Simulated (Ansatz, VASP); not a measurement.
**AlN in VASP and in Ansatz**

The input INCAR:

```
SYSTEM = AlN
PREC = Accurate
ENCUT = 520
EDIFF = 1E-6
ISMEAR = 0
SIGMA = 0.05
LREAL = .FALSE.
LASPH = .TRUE.
NELM = 80
ALGO = Normal
ISIF = 2
LWAVE = .FALSE.
LCHARG = .FALSE.
GGA = PE
NBANDS = 26
```

File KPOINTS:

```
Automatic mesh
0
G
  8 6 4
  0 0 0
```

File POSCAR:

```
AlN
1.0
   -1.6567491617      2.8695737234      0.0000000000
    0.0000000000      0.0000000000      4.1874629526
    4.9702474850      2.8695737234      0.0000000000
Al N
4 4
Direct
    0.4012048383      0.7500000000      0.1337349461
    0.0000000000      0.7500000000      0.6666666667
    0.0000000000      0.2500000000      0.3333333333
    0.5000000000      0.2500000000      0.8333333333
    0.5000000000      0.2500000000      0.1666666667
    0.0000000000      0.2500000000      0.6666666667
    0.0000000000      0.7500000000      0.3333333333
    0.5000000000      0.7500000000      0.8333333333
```

Input for Ansatz:

```yaml
crystal:
  lattice:
    - [-1.6567491617, 2.8695737234, 0.0]
    - [0.0, 0.0, 4.1874629526]
    - [4.970247485, 2.8695737234, 0.0]
  atoms:
    - { symbol: Al, position: [0.4012048383, 0.75, 0.1337349461] }
    - { symbol: Al, position: [0.0, 0.75, 0.6666666667] }
    - { symbol: Al, position: [0.0, 0.25, 0.3333333333] }
    - { symbol: Al, position: [0.5, 0.25, 0.8333333333] }
    - { symbol: "N", position: [0.5, 0.25, 0.1666666667] }
    - { symbol: "N", position: [0.0, 0.25, 0.6666666667] }
    - { symbol: "N", position: [0.0, 0.75, 0.3333333333] }
    - { symbol: "N", position: [0.5, 0.75, 0.8333333333] }
basis:
  ecutwfc: 420
kpoints:
  mp_grid: { grid: [8, 6, 4] }
hamiltonian:
  xc: pbe
  pseudopotentials: { kind: paw, azcp: { folder: soft_1 } }
scf:
  occupations: { method: gaussian, width: 0.05 }
output:
  forces: true
  stress: true
  eigenvalues: true
```

Alike in both runs: task single point; functional PBE; k mesh 8 × 6 × 4; occupations gaussian, width 0.05 eV; no spin polarisation.

|  | VASP | Ansatz |
| --- | --- | --- |
| version | VASP 6.6.1 | Ansatz 0.2.0 |
| potentials or method | VASP PAW PBE potentials, release 64 (Al, N), cutoff 520 eV | scalar-relativistic, plane waves, PAW |
| valence electrons in the cell | 32 | 32 |

```tsv
	VASP	Ansatz	Ansatz less VASP
gap on the k mesh at the Fermi level (eV)	2.88	2.87	-0.006
least direct gap on the mesh (eV)	2.88	2.87	-0.006
pressure (GPa)	3.8	3.9	+0.15
traceless stress, the component that is largest in VASP (GPa)	8.85	8.84	-0.004
rms of the force components (eV/Å)	1.170	1.165	-0.0055
```

Atom by atom the forces differ by 0.007 eV/Å (rms over components). With one functional, cell and mesh, what is left measures potentials, basis and numerics.
